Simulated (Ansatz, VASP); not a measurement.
## AlAs in VASP and in Ansatz

```
Al As
1.0
     0.00000    2.83230    2.83230
     2.83230    0.00000    2.83230
     2.83230    2.83230    0.00000
Al As
1 1
Direct
  0.00000 0.00000 0.00000
  0.25000 0.25000 0.25000
```

Alike in both runs: task single point; functional PBE; dispersion D3(BJ); k mesh 8 × 8 × 8; occupations gaussian, width 0.02 eV; no spin polarisation.

```csv
,VASP,Ansatz
version,VASP 6.6.1,Ansatz 0.2.0
potentials or method,"VASP PAW PBE potentials, release 64 (Al, As), cutoff 500 eV","scalar-relativistic, plane waves, PAW"
valence electrons in the cell,8,18
```

|  | VASP | Ansatz | Ansatz less VASP |
| --- | --- | --- | --- |
| gap on the k mesh at the Fermi level (eV) | 1.44 | 1.45 | +0.010 |
| pressure (GPa) | 0.2 | 0.0 | -0.19 |

VASP's potentials hold 8 valence electrons a cell and Ansatz's 18, so a difference there can come from the potentials and not from the codes. Ansatz's warnings: stress scf threshold loose.
